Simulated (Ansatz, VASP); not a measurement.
**Two plane-wave programs on Na2S**

```xyz
3
Lattice="0.0000 3.2735 3.2735 3.2735 0.0000 3.2735 3.2735 3.2735 0.0000" Properties=species:S:1:pos:R:3 pbc="T T T"
Na    1.6367    1.6367    1.6367
Na    4.9102    4.9102    4.9102
S     0.0000    0.0000    0.0000
```

Alike in both runs: task single point; functional PBE; k mesh 6 × 6 × 6; no spin polarisation.

```csv
,VASP,Ansatz
version,VASP 6.6.1,Ansatz 0.2.0
potentials or method,"VASP PAW PBE potentials, release 64 (Na_pv, S), cutoff 500 eV","plane waves, PAW"
occupations,"gaussian, width 0.01 eV",fixed
valence electrons in the cell,20,24
```

```tsv
	VASP	Ansatz	Ansatz less VASP
gap on the k mesh at the Fermi level (eV)	2.48	2.48	+0.001
```

VASP's potentials hold 20 valence electrons a cell and Ansatz's 24, so a difference there can come from the potentials and not from the codes.
